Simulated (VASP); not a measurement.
MgI2:

```
CELL_PARAMETERS angstrom
0.00000 3.75572 3.75572
3.75572 0.00000 3.75572
3.75572 3.75572 0.00000
ATOMIC_POSITIONS crystal
Mg 0.00000 0.00000 0.00000
I 0.25000 0.25000 0.25000
I 0.75000 0.75000 0.75000
```

Base run:

| Item | Value |
| --- | --- |
| Program | VASP 6.6.1 |
| Functional | PBE |
| Potentials or basis | VASP PAW PBE potentials, release 64 (Mg, I) |
| Cutoff | 520 eV |
| k mesh | 6 × 6 × 6 |
| Occupations | fermi-dirac, width 0.02 eV |
| Spin | no spin polarisation |

Its results: band gap on the k mesh 0.58 eV (least direct gap 1.06 eV); pressure 0.2 GPa.

**Question.** The run is repeated on the same cell with these changes: functional from PBE to r2SCAN; occupations from fermi-dirac, width 0.02 eV to gaussian, width 0.01 eV. What comes out?

**Answer.** Band gap on the k mesh 1.29 eV (least direct gap 1.51 eV); pressure -0.1 GPa.

Caveats: spin-orbit coupling is left out, which moves the levels of the heavy elements; the PAW data sets were made with another functional, which shifts forces and pressure a little (at least some runs).

A k mesh can miss the band edges.
